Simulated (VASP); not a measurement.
Here is a VASP 6.6.1 calculation.

Contents of INCAR:

```
SYSTEM = AlCo
PREC = Accurate
ENCUT = 520
EDIFF = 1E-6
ISMEAR = 0
SIGMA = 0.15
LREAL = .False.
LASPH = .True.
NELM = 80
ALGO = Fast
ISIF = 2
LWAVE = .False.
LCHARG = .False.
GGA = PE
NBANDS = 20
```

File KPOINTS:

```
regular mesh
0
Gamma
  22 16 16
  0 0 0
```

POSCAR

```
AlCo
1.0
   -2.8519023960      0.0000000000      0.0000000000
    0.0000000000      2.8519023960      2.8519023960
    0.0000000000      2.8519023960     -2.8519023960
Al Co
2 2
Direct
    0.0000000000      0.0387414924     -0.0387414924
    0.0000000000      0.4612585076      0.5387414924
    0.5000000000      0.5460219116      0.0460219116
    0.5000000000     -0.0460219116      0.4539780884
```

Potentials or basis: VASP PAW PBE potentials, release 64 (Al, Co).

Launch:

```sh
$ cat potpaw_PBE.64/Al/POTCAR potpaw_PBE.64/Co/POTCAR > POTCAR
$ mpirun -np 1 vasp_std > vasp.out
```

(1) What does it give for the band gap on the k mesh?

(2) What does it give for the largest force?

(3) Estimate the pressure.

## Answers

(1) zero (bands 12 and 13 overlap by 0.90 eV).

(2) 2.083 eV/Å.

(3) 5.9 GPa.

Caveat: the cell differs from its parent crystal (atoms displaced along a vibrational mode); the stress differs along the axes, from -4 to 15 GPa; the run has no spin polarisation, though such a crystal can be magnetic; forces of over 1 eV/Å act on the atoms, so gaps and moduli don't describe the material at rest.
